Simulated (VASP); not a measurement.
# Cs2Ge3 (Immm) in VASP: single point with PBE

Aim: the single point of Cs2Ge3 with PBE.

All numbers are computed with VASP 6.6.1; they aren't measurements. Logs are shortened: lines on timing, memory, paths and dates and some standing lists are left out, and cuts for length are marked.

### Step 1. The cell of the first run

It takes space group Immm (No. 71, orthorhombic). The conventional cell has a = 4.759 Å, b = 7.954 Å, c = 10.190 Å, α = 90.00°, β = 90.00°, γ = 90.00°. Cs (site symmetry mm2) has 10 Ge at 3.66 to 4.59 Å and 7 Cs at 4.57 to 4.76 Å within 4.8 Å. Within 4.3 Å of Ge (site symmetry m2m) lie 3 Ge at 3.25 to 3.34 Å and 6 Cs at 3.66 to 3.68 Å. Within 4.4 Å of Ge (site symmetry mmm) lie 4 Ge at 3.34 Å and 4 Cs at 3.68 Å.

### Step 2. Single point, PBE

Contents of INCAR:

```
ALGO = Normal
EDIFF = 1E-7
ENCUT = 520
GGA = PE
ISIF = 2
ISMEAR = 0
LASPH = True
LCHARG = True
LELF = True
LREAL = False
LVHAR = True
LWAVE = False
NBANDS = 38
NELM = 60
PREC = Accurate
SIGMA = 0.1
```

Contents of KPOINTS:

```
k-points
0
Gamma
  4 4 4
```

Contents of POSCAR:

```
Cs2Ge3
1.0
   -2.3796001100      3.9767763300      5.0950296300
    2.3796001100     -3.9767763300      5.0950296300
    2.3796001100      3.9767763300     -5.0950296300
Cs Ge
2 3
Direct
    0.2240831300      0.7240831300      0.5000000000
    0.7759168700      0.2759168700      0.5000000000
    0.7955666400      0.0000000000      0.7955666400
    0.5000000000      0.5000000000      0.0000000000
    0.2044333600      0.0000000000      0.2044333600
```

Potentials or basis: VASP PAW PBE potentials, release 64 (Cs_sv, Ge_d).

Command:

```bash
$ cat potpaw_PBE.64/Cs_sv/POTCAR potpaw_PBE.64/Ge_d/POTCAR > POTCAR
$ mpirun -np 1 vasp_std > vasp.out
```

OUTCAR:

```text
EDIFF = 1E-7
   ENCUT = 520
   GGA = PE
   ISIF = 2
   ISMEAR = 0
   LASPH = True
   LREAL = False
   NELM = 60
   PREC = Accurate

 ion  position               nearest neighbor table
   1  0.224  0.724  0.500-
   2  0.776  0.276  0.500-
   3  0.796  0.000  0.796-
   4  0.500  0.500  0.000-
   5  0.204  0.000  0.204-

  LATTYP: Found a body centered orthorhombic cell.
 ALAT       =     4.7592002200
 B/A-ratio  =     1.6711952203
 C/A-ratio  =     2.1411285067

  Lattice vectors:

 A1 = (  -2.3796001100,   3.9767763300,   5.0950296300)
 A2 = (   2.3796001100,  -3.9767763300,   5.0950296300)
 A3 = (   2.3796001100,   3.9767763300,  -5.0950296300)

Analysis of symmetry for initial positions (statically):
=====================================================================
 Subroutine PRICEL returns:
 Original cell was already a primitive cell.

 Routine SETGRP: Setting up the symmetry group for a
 body centered orthorhombic supercell.

 Subroutine GETGRP returns: Found  8 space group operations
 (whereof  8 operations were pure point group operations)
 out of a pool of  8 trial point group operations.

The static configuration has the point symmetry D_2h.

Analysis of symmetry for dynamics (positions and initial velocities):
=====================================================================
 Subroutine PRICEL returns:
 Original cell was already a primitive cell.

 Routine SETGRP: Setting up the symmetry group for a
 body centered orthorhombic supercell.

 Subroutine GETGRP returns: Found  8 space group operations
 (whereof  8 operations were pure point group operations)
 out of a pool of  8 trial point group operations.

The dynamic configuration has the point symmetry D_2h.

 Subroutine INISYM returns: Found  8 space group operations
 (whereof  8 operations are pure point group operations),
 and found     1 'primitive' translations

----------------------------------------------------------------------------------------

                                     Primitive cell

  volume of cell :     192.8599

  direct lattice vectors                    reciprocal lattice vectors
    -2.379600110  3.976776330  5.095029630     0.000000000  0.125729978  0.098134856
     2.379600110 -3.976776330  5.095029630     0.210119338  0.000000000  0.098134856
     2.379600110  3.976776330 -5.095029630     0.210119338  0.125729978  0.000000000

  length of vectors
     6.887421404  6.887421404  6.887421404     0.159494443  0.231906417  0.244863561

  position of ions in fractional coordinates (direct lattice)
     0.224083130  0.724083130  0.500000000
     0.775916870  0.275916870  0.500000000
     0.795566640  0.000000000  0.795566640
     0.500000000  0.500000000  0.000000000
     0.204433360  0.000000000  0.204433360

  ion indices of the primitive-cell ions
   primitive index   ion index
                 1           1
                 2           2
                 3           3
                 4           4
                 5           5

----------------------------------------------------------------------------------------

 KPOINTS: k-points

Automatic generation of k-mesh.
 Grid dimensions read from file:
 generate k-points for:    4    4    4

 Generating k-lattice:

  Cartesian coordinates                     Fractional coordinates (reciprocal lattice)
     0.000000000  0.031432494  0.024533714     0.250000000  0.000000000  0.000000000
     0.052529835  0.000000000  0.024533714     0.000000000  0.250000000 -0.000000000
     0.052529835  0.031432494  0.000000000     0.000000000 -0.000000000  0.250000000

  Length of vectors
     0.039873611  0.057976604  0.061215890

  Shift w.r.t. Gamma in fractional coordinates (k-lattice)
     0.000000000  0.000000000  0.000000000

 Subroutine IBZKPT returns following result:
 ===========================================

 Found     18 irreducible k-points:

 Following reciprocal coordinates:
            Coordinates               Weight
  0.000000  0.000000  0.000000      1.000000
  0.250000  0.000000  0.000000      4.000000
  0.500000  0.000000  0.000000      2.000000
  0.000000  0.250000  0.000000      4.000000
  0.250000  0.250000  0.000000      8.000000
  0.500000  0.250000 -0.000000      8.000000
[... 10 lines left out ...]
 -0.250000 -0.250000  0.250000      2.000000
  0.500000  0.500000  0.500000      1.000000
   k-points           NKPTS =     18   k-points in BZ     NKDIM =     18   number of bands    NBANDS=     38
   number of dos      NEDOS =    301   number of ions     NIONS =      5
   total plane-waves  NPLWV = 157464
   dimension x,y,z NGX =    54 NGY =   54 NGZ =   54
   dimension x,y,z NGXF=   108 NGYF=  108 NGZF=  108
   ions per type =               2   3
   NGX,Y,Z   is equivalent  to a cutoff of  13.03, 13.03, 13.03 a.u.
   NGXF,Y,Z  is equivalent  to a cutoff of  26.07, 26.07, 26.07 a.u.
 SYSTEM =  unknown system
   PREC   = accura    normal or accurate (medium, high low for compatibility)
   ISTART =      0    job   : 0-new  1-cont  2-samecut
   ICHARG =      2    charge: 1-file 2-atom 10-const
   ISPIN  =      1    spin polarized calculation?
   LNONCOLLINEAR =      F non collinear calculations
   LSORBIT =      F    spin-orbit coupling
   LASPH  =      T    aspherical Exc in radial PAW
   ENCUT  =  520.0 eV  38.22 Ry    6.18 a.u.  12.81 12.81 12.81*2*pi/ulx,y,z
   NELM   =     60;   NELMIN=  2; NELMDL= -5     # of ELM steps
   EDIFF  = 0.1E-06   stopping-criterion for ELM
   LREAL  =      F    real-space projection
   EDIFFG = 0.1E-05   stopping-criterion for IOM
   NSW    =      0    number of steps for IOM
   IBRION =     -1    ionic relax: 0-MD 1-quasi-New 2-CG
   NFREE  =      0    steps in history (QN), initial steepest desc. (CG)
   ISIF   =      2    stress and relaxation
   ISYM   =      2    0-nonsym 1-usesym 2-fastsym
   POTIM  = 0.5000    time-step for ionic-motion
   TEBEG  =    0.0;   TEEND  =   0.0 temperature during run
   PSTRESS=    0.0 pullay stress
   NELECT =      60.0000    total number of electrons
   NUPDOWN=      -1.0000    fix difference up-down
   EMIN   =  10.00;   EMAX   =-10.00  energy-range for DOS
   EFERMI =   0.00;   METHOD = LEGACY
   ISMEAR =     0;   SIGMA  =   0.10  broadening in eV -4-tet -1-fermi 0-gaus
   EFERMI_NEDOS =   21; number of points for ismear=-14 and -15
   IALGO  =     38    algorithm
   IMIX   =      4    mixing-type and parameters
     AMIX     =   0.40;   BMIX     =  1.00
     AMIX_MAG =   1.60;   BMIX_MAG =  1.00
  volume/ion in A,a.u.               =      38.57       260.30
  Fermi-wavevector in a.u.,A,eV,Ry     =   1.109289  2.096252 16.742264  1.230522
  Thomas-Fermi vector in A             =   2.245827
   LORBIT       =      0    0 simple, 1 ext, 2 COOP (PROOUT), +10 PAW based schemes
   GGA     = PE    functional components
   LHFCALC =     F    Hartree Fock is set to
   AEXX    =    0.0000 exact exchange contribution
   IVDW    =     0    specifies the selected vdW correction
   LEPSILON=     F    determine dielectric tensor
   LRPA    =     F    only Hartree local field effects (RPA)
 non-spin polarized calculation
 Gauss-broadening in eV      SIGMA  =   0.10
  energy-cutoff  :      520.00
  volume of cell :      192.86
 maximum number of plane-waves:      5218
 NGX is ok and might be reduce to    54
   NGX = 25   NGY = 25   NGZ = 25

 number of electron      60.0000011 magnetization

 Free energy of the ion-electron system (eV)
  ---------------------------------------------------
  ext. energy  EPLUGINS =         0.00000000
  ---------------------------------------------------
  free energy    TOTEN  =       -12.58582877 eV

  energy without entropy =      -12.55194824  energy(sigma->0) =      -12.56888851

 E-fermi :   2.1251     XC(G=0):  -8.3740

 val. band max:        2.1097822659   @ k =   0.0000   0.2500   0.0000
 cond. band min:       2.1405183079   @ k =   0.5000   0.5000   0.5000
 fundamental gap:      0.0307360420
 Fermi energy:         2.1250540521

 k-point     1 :       0.0000    0.0000    0.0000
  band No.  band energies     occupation
      1     -22.3682      2.00000
      2     -22.3626      2.00000
      3     -22.3613      2.00000
      4     -22.3567      2.00000
      5     -22.3435      2.00000
      6     -22.3417      2.00000
[... 30 lines left out ...]
     37       6.2637      0.00000
     38       7.1164      0.00000

 k-point     2 :       0.2500    0.0000    0.0000
  band No.  band energies     occupation
      1     -22.3674      2.00000
      2     -22.3663      2.00000
      3     -22.3579      2.00000
      4     -22.3570      2.00000
      5     -22.3428      2.00000
      6     -22.3418      2.00000
[... 30 lines left out ...]
     37       6.2222      0.00000
     38       6.5678      0.00000

 k-point     3 :       0.5000    0.0000    0.0000
  band No.  band energies     occupation
      1     -22.3679      2.00000
      2     -22.3665      2.00000
      3     -22.3593      2.00000
      4     -22.3548      2.00000
      5     -22.3421      2.00000
      6     -22.3418      2.00000
[... 30 lines left out ...]
     37       5.6191      0.00000
     38       6.5409      0.00000

 k-point     4 :       0.0000    0.2500    0.0000
  band No.  band energies     occupation
      1     -22.3673      2.00000
      2     -22.3629      2.00000
      3     -22.3596      2.00000
      4     -22.3563      2.00000
      5     -22.3431      2.00000
      6     -22.3427      2.00000
[... 30 lines left out ...]
     37       6.7305      0.00000
     38       6.7437      0.00000
[... 457 lines left out ...]
      4     -22.3570      2.00000
      5     -22.3428      2.00000
      6     -22.3418      2.00000
[... 30 lines left out ...]
     37       5.9369      0.00000
     38       6.5400      0.00000

 k-point    17 :      -0.2500   -0.2500    0.2500
  band No.  band energies     occupation
      1     -22.3682      2.00000
      2     -22.3626      2.00000
      3     -22.3613      2.00000
      4     -22.3567      2.00000
      5     -22.3435      2.00000
      6     -22.3417      2.00000
[... 30 lines left out ...]
     37       5.7171      0.00000
     38       6.4365      0.00000

 k-point    18 :       0.5000    0.5000    0.5000
  band No.  band energies     occupation
      1     -22.3683      2.00000
      2     -22.3626      2.00000
      3     -22.3613      2.00000
      4     -22.3567      2.00000
      5     -22.3435      2.00000
      6     -22.3417      2.00000
[... 30 lines left out ...]
     37       6.1922      0.00000
     38       6.4262      0.00000

------------------------ aborting loop because EDIFF is reached ----------------------------------------

  FORCE on cell =-STRESS in cart. coord.  units (eV):
  Direction    XX          YY          ZZ          XY          YZ          ZX
  --------------------------------------------------------------------------------------
  -------------------------------------------------------------------------------------
  Total       -1.8195507     -7.7996446      5.5052274      0.0000000      0.0000000      0.0000000
  in kB      -15.1158612    -64.7953062     45.7345062      0.0000000      0.0000000      0.0000000
  external PRESSURE =     -11.3922204 kB  Pullay stress =       0.0000000 kB

 VOLUME and BASIS-vectors are now :
 -----------------------------------------------------------------------------
  energy-cutoff  :      520.00
  volume of cell :      192.86
      direct lattice vectors                 reciprocal lattice vectors
    -2.379600110  3.976776330  5.095029630     0.000000000  0.125729978  0.098134856
     2.379600110 -3.976776330  5.095029630     0.210119338  0.000000000  0.098134856
     2.379600110  3.976776330 -5.095029630     0.210119338  0.125729978  0.000000000

 POSITION                                       TOTAL-FORCE (eV/Angst)
 -----------------------------------------------------------------------------------
      2.37960     -0.00000      2.28342         0.000000     -0.000000     -0.081179
      0.00000      3.97678      2.81161         0.000000     -0.000000      0.081179
      0.00000      6.32758      0.00000        -0.000000     -0.290033      0.000000
      0.00000      0.00000      5.09503        -0.000000      0.000000      0.000000
      0.00000      1.62597      0.00000         0.000000      0.290033      0.000000
 -----------------------------------------------------------------------------------
    total drift:                                0.000000      0.000000      0.000000

  FREE ENERGIE OF THE ION-ELECTRON SYSTEM (eV)
  ---------------------------------------------------
  free  energy   TOTEN  =       -12.5858287675 eV

  energy  without entropy=      -12.5519482425  energy(sigma->0) =      -12.56888851
```

Wall time 3.3 min (1 thread of AMD EPYC 7R43 (Zen 3), shared host); peak memory 0.39 GiB.

Results:

```
Free energy            : -12.5858 eV
Pressure               : -1.1 GPa
Largest force          : 0.290 eV/Å
Band gap on the k mesh : zero (band 30 reaches 2.42 eV, above the bottom of band 31 at 2.02 eV)
```

Forces on the atoms (eV/Å):
```
Cs   0.000  0.000 -0.081
Cs   0.000  0.000  0.081
Ge   0.000 -0.290  0.000
Ge   0.000  0.000  0.000
Ge   0.000  0.290  0.000
```

Levels at points of the mesh, in eV from the Fermi level:
```
           k point  band 28  band 29  band 30  band 31  band 32  band 33
(0.00, 0.00, 0.00)    -0.38    -0.28    -0.06     0.25     0.62     0.64
(0.50, 0.00, 0.00)    -0.67    -0.53    -0.50     0.21     1.01     1.70
(0.00, 0.50, 0.00)    -1.62    -0.58    -0.02     0.11     0.14     2.13
(0.50, 0.50, 0.00)    -0.75    -0.69    -0.29    -0.10     0.23     0.45
(0.50, 0.50, 0.50)    -0.70    -0.40     0.02     0.38     1.02     1.22
```

Caveat: the k points lie up to 0.38 Å⁻¹ apart; spin-orbit coupling is left out, which moves the levels of the heavy elements.
